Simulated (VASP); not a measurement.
The system is LiHgS.

```
Li Hg S
1.0
     4.07030    0.00000    0.00000
     0.00000    4.07030    0.00000
     0.00000    0.00000    7.08968
Li Hg S
2 2 2
Direct
  0.00000 0.50000 0.35100
  0.50000 0.00000 0.64900
  0.00000 0.00000 0.00000
  0.50000 0.50000 0.00000
  0.00000 0.50000 0.72700
  0.50000 0.00000 0.27300
```

- Program: VASP 6.6.1
- Task: relaxation of cell and atoms
- Functional: PBE
- Potentials or basis: VASP PAW PBE potentials, release 64 (Li_sv, Hg, S)
- Cutoff: 600 eV
- k mesh: 4 × 4 × 4
- Occupations: gaussian, width 0.1 eV
- Spin: no spin polarisation

At the start: pressure 5.5 GPa; volume 19.58 Å³/atom.

Q: How do energy, volume and symmetry change on relaxing?

A: Over 11 steps the energy falls by 94.6 meV/atom and the volume is 20.31 Å³/atom (+3.8 %); space group P4/nmm (No. 129, to 0.1 Å) before and after.

The path:
| step | energy change (eV) | largest force (eV/Å) | pressure (GPa) | volume (Å³) |
| --- | --- | --- | --- | --- |
| 1 | 0.0000 | 1.8436 | 5.54 | 117.46 |
| 2 | -0.3739 | 0.7256 | -0.95 | 129.33 |
| 3 | -0.3778 | 0.6288 | -1.47 | 130.75 |
| 4 | -0.4524 | 0.5136 | -1.17 | 128.31 |
| 5 | -0.5583 | 0.0161 | 0.33 | 121.16 |
| 6 | -0.5585 | 0.0214 | 0.22 | 121.51 |
| 7 | -0.5641 | 0.0376 | -0.03 | 122.04 |
| 8 | -0.5656 | 0.0565 | -0.23 | 122.48 |
| 9 | -0.5670 | 0.0446 | 0.09 | 121.70 |
| 10 | -0.5670 | 0.0445 | 0.09 | 121.70 |
| 11 | -0.5676 | 0.0376 | 0.06 | 121.88 |

Final structure:
```
CELL_PARAMETERS angstrom
4.05686 0.00000 0.00000
0.00000 4.05686 0.00000
0.00000 0.00000 7.40536
ATOMIC_POSITIONS crystal
Li 0.00000 0.50000 0.36230
Li 0.50000 0.00000 0.63770
Hg 0.00000 0.00000 0.00000
Hg 0.50000 0.50000 0.00000
S 0.00000 0.50000 0.69088
S 0.50000 0.00000 0.30912
```

Caveat: the k points lie up to 0.39 Å⁻¹ apart in the final cell, too coarse for converged energies and pressures of a metal; the cutoff is under 1.25 times the usual one of these potentials, so pressure, stress and relaxed cells hold a basis-set (Pulay) error.
